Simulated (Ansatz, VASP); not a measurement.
**ZnS: VASP beside Ansatz**

```
CELL_PARAMETERS angstrom
3.69447 0.00000 0.00000
-1.84724 3.19951 0.00000
0.00000 0.00000 12.65346
ATOMIC_POSITIONS crystal
Zn 0.00000 0.00000 0.00011
Zn 0.00000 0.00000 0.50011
Zn 0.33333 0.66667 0.25007
Zn 0.66667 0.33333 0.75007
S 0.00000 0.00000 0.18724
S 0.00000 0.00000 0.68724
S 0.33333 0.66667 0.43758
S 0.66667 0.33333 0.93758
```

Change from the starting cell: strain -0.030 along x and y, +0.015 along z, atoms carried along.

Alike in both runs: task single point; functional r2SCAN; k mesh 6 × 6 × 2; occupations gaussian, width 0.05 eV; no spin polarisation.

|  | VASP | Ansatz |
| --- | --- | --- |
| version | VASP 6.6.1 | Ansatz 0.2.0 |
| potentials or method | VASP PAW PBE potentials, release 64 (Zn, S), cutoff 520 eV | scalar-relativistic, plane waves, PAW |
| valence electrons in the cell | 72 | 72 |

```tsv
	VASP	Ansatz	Ansatz less VASP
gap on the k mesh at the Fermi level (eV)	2.83	2.82	-0.013
least direct gap on the mesh (eV)	2.83	2.82	-0.013
pressure (GPa)	4.3	4.2	-0.05
traceless stress, the component that is largest in VASP (GPa)	-4.93	-4.91	+0.022
rms of the force components (eV/Å)	0.188	0.195	+0.0066
```

VASP's potentials were made for PBE, not for r2SCAN. Atom by atom the forces differ by 0.008 eV/Å (rms over components).
